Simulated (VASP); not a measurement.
Fe: single point with PBE

Fe:

```
Fe
1.0
     0.00000    1.77200    1.77200
     1.77200    0.00000    1.77200
     1.77200    1.77200    0.00000
Fe
1
Direct
  0.00000 0.00000 0.00000
```

```yaml
Program: VASP 6.6.1
Task: single point
Functional: PBE
Potentials_or_basis: VASP PAW PBE potentials, release 64 (Fe)
Cutoff: 600 eV
k_mesh: 7 × 7 × 7
Occupations: fermi-dirac, width 0.1 eV
Spin: collinear spin, ferromagnetic start
Starting_moments: "[4.0] μB"
Dipole_correction: no
Further_INCAR_settings: ALGO = Normal; EDIFF = 1e-06; NBANDS = 14
```

- Pressure: -9.6 GPa
- Net moment: 1.30 μB per cell
- Site moments: Fe +1.29 μB
- Valence electrons inside the program's atomic spheres: Fe 7.31

Levels at points of the mesh, in eV from the Fermi level:
Spin up:
```csv
k point,band 2,band 3,band 4,band 5,band 6,band 7
"(0.00, 0.00, 0.00)",-1.94,-1.94,-1.94,-0.98,-0.98,22.62
```
Spin down:
| k point | band 1 | band 2 | band 3 | band 4 | band 5 | band 6 | band 7 | band 8 |
| --- | --- | --- | --- | --- | --- | --- | --- | --- |
| (0.00, 0.00, 0.00) | -8.40 | -0.96 | -0.96 | -0.96 | 0.89 | 0.89 | 22.40 | 27.58 |

Wall time 27 s on 1 thread of Intel Xeon 8259CL, on a shared host, peak memory 0.13 GiB.

Caveat: the k points lie up to 0.44 Å⁻¹ apart; the moment fell far below its start of 4 μB, so a state of higher moment may lie lower in energy.
